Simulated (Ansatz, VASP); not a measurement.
Ba: VASP beside Ansatz

```
Ba
1.0
    -2.37894    2.37894    2.37894
     2.37894   -2.37894    2.37894
     2.37894    2.37894   -2.37894
Ba
1
Direct
  0.00000 0.00000 0.00000
```

Alike in both runs: task relaxation of cell and atoms; functional LDA; k mesh 11 × 11 × 11; occupations fermi-dirac, width 0.05 eV; no spin polarisation.

|  | VASP | Ansatz |
| --- | --- | --- |
| version | VASP 6.6.1 | Ansatz 0.2.0 |
| potentials or method | VASP PAW LDA potentials, release 64 (Ba_sv) | PAW with Ansatz's default frozen-core files, scalar-relativistic |
| plane-wave cutoff (eV) | 600 | 420 |
| valence electrons in the cell | 10 | 10 |

```csv
,VASP,Ansatz,Ansatz less VASP
relaxed volume (Å³/atom),54.29,53.85,-0.441
relaxed cell length with the largest relative difference (Å),4.132,4.120,-0.0112
```

LDA's correlation is that of Perdew and Zunger in VASP and of Perdew and Wang (1992) in Ansatz.

Neither program's run includes spin-orbit coupling.
